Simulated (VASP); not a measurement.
Set up this calculation in VASP 6.6.1, as the native input.

```
Task                   : relaxation of shape and atoms at fixed volume
Functional             : PBE
Potentials or basis    : VASP PAW PBE potentials, release 64 (Mg, B)
Cutoff                 : 600 eV
k mesh                 : 15 × 15 × 12
Occupations            : gaussian, width 0.1 eV
Spin                   : no spin polarisation
Dipole correction      : no
Further INCAR settings : ALGO = Normal; EDIFF = 1e-06; IBRION = 2; EDIFFG = -0.01; NSW = 50; ISIF = 4
```

The structure of MgB2 lies in POSCAR:

```
MgB2
1.0
    3.0168408103      0.0000000000      0.0000000000
   -1.5084204052      2.6126607809      0.0000000000
    0.0000000000      0.0000000000      3.4446128616
Mg B
1 2
Direct
    0.0000000000      0.0000000000      0.0000000000
    0.3333333333      0.6666666667      0.5000000000
    0.6666666667      0.3333333333      0.5000000000
```

This cell differs from its parent crystal: volume scaled by 0.94.

The input as run:

INCAR

```
PREC = Accurate
ENCUT = 600
EDIFF = 1E-6
ISMEAR = 0
SIGMA = 0.1
LREAL = False
LASPH = True
NELM = 80
ALGO = Normal
ISIF = 4
LWAVE = False
LCHARG = False
GGA = PE
IBRION = 2
NSW = 50
EDIFFG = -0.01
```

KPOINTS

```
regular mesh
0
Gamma
  15 15 12
```

Potentials or basis: VASP PAW PBE potentials, release 64 (Mg, B).

Run with:

```sh
$ cat potpaw_PBE.64/Mg/POTCAR potpaw_PBE.64/B/POTCAR > POTCAR
$ mpirun -np 1 vasp_std > vasp.out
```

It gave:

```yaml
Energy_gained_by_relaxing: 0.3 meV/atom
Ionic_steps: 3
Pressure_after_relaxing: 9.6 GPa
Band_gap_on_the_k_mesh: zero (band 4 reaches 7.64 eV, above the bottom of band 5 at 3.61 eV)
```

It took 26 s on 1 thread of Intel(R) Xeon(R) 6975P-C (Granite Rapids), on a shared host, peak memory 0.19 GiB.
